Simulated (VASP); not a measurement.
Here is a VASP 6.6.1 calculation.

Contents of INCAR:

```
SYSTEM = Ti2SiGe2
  PREC = Accurate
  ENCUT = 520
  EDIFF = 1E-6
  ISMEAR = 0
  SIGMA = 0.1
  LREAL = .FALSE.
  LASPH = .TRUE.
  NELM = 80
  ALGO = Normal
  ISIF = 2
  LWAVE = .FALSE.
  LCHARG = .FALSE.
  GGA = PE
  NBANDS = 36
```

File KPOINTS:

```
Automatic mesh
0
G
  6 6 6
  0 0 0
```

Contents of POSCAR:

```
Ti2SiGe2
1.0
    1.5848278160      0.9150007662      9.8568501270
   -1.5848278160      0.9150007662      9.8568501270
    0.0000000000     -1.8300015324      9.8568501270
Ti Si Ge
2 1 2
Direct
    0.2028064237      0.2028064237      0.2028064237
    0.7971935763      0.7971935763      0.7971935763
    0.0000000000      0.0000000000      0.0000000000
    0.3944856336      0.3944856336      0.3944856336
    0.6055143664      0.6055143664      0.6055143664
```

Potentials or basis: VASP PAW PBE potentials, release 64 (Ti_sv, Si, Ge_d).

Command:

```console
$ cat potpaw_PBE.64/Ti_sv/POTCAR potpaw_PBE.64/Si/POTCAR potpaw_PBE.64/Ge_d/POTCAR > POTCAR
$ mpirun -np 1 vasp_std > vasp.out
```

**Question.** Estimate the pressure.

**Answer.** 0.0 GPa.

**Question.** What does it give for the band gap on the k mesh?

**Answer.** Zero (band 28 reaches 8.59 eV, above the bottom of band 29 at 7.29 eV).

**Question.** Predict the largest force.

**Answer.** 0.014 eV/Å.

Forces on the atoms (eV/Å):
```
Ti   0.000  0.000 -0.014
Ti   0.000  0.000  0.014
Si   0.000  0.000  0.000
Ge   0.000  0.000  0.010
Ge   0.000  0.000 -0.010
```

Caveat: the k points lie up to 0.38 Å⁻¹ apart.
